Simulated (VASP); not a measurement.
A run of VASP 6.6.1:

The input INCAR:

```
SYSTEM = Li
ALGO     = Normal         ! electronic algorithm
EDIFF    = 1E-6           ! SCF threshold, eV
ENCUT    = 520            ! plane-wave cutoff, eV
GGA      = PE             ! functional
ISIF     = 2              ! what is computed and relaxed
ISMEAR   = -1             ! smearing method
LASPH    = .TRUE.         ! aspherical terms in the spheres
LCHARG   = .FALSE.        ! write CHGCAR
LREAL    = .FALSE.        ! projectors in reciprocal space
LWAVE    = .FALSE.        ! write WAVECAR
NBANDS   = 10             ! bands
NELM     = 80             ! most SCF steps
PREC     = Accurate       ! precision mode
SIGMA    = 0.08           ! smearing width, eV
```

KPOINTS

```
k-points
0
G
  15 15 8
  0 0 0
```

Contents of POSCAR:

```
Li
1.0
    3.1418061564      0.0000000000      0.0000000000
   -1.5709030782      2.7208839452      0.0000000000
    0.0000000000      0.0000000000      5.1434290222
Li
2
Direct
    0.3333333333      0.6666666667      0.2500000000
    0.6666666667      0.3333333333      0.7500000000
```

Potentials or basis: VASP PAW PBE potentials, release 64 (Li_sv).

The run is started by

```bash
$ cat potpaw_PBE.64/Li_sv/POTCAR > POTCAR
$ mpirun -np 1 vasp_std > vasp.out
```

Hardware: 1 thread of Intel(R) Xeon(R) Platinum 8488C (Sapphire Rapids), on a shared host.

**Question.** Estimate the wall time of this run.

**Answer.** Wall time 20 s on 1 thread of Intel(R) Xeon(R) Platinum 8488C (Sapphire Rapids), on a shared host, peak memory 0.17 GiB. Counts: scf iterations 11, k points 135.
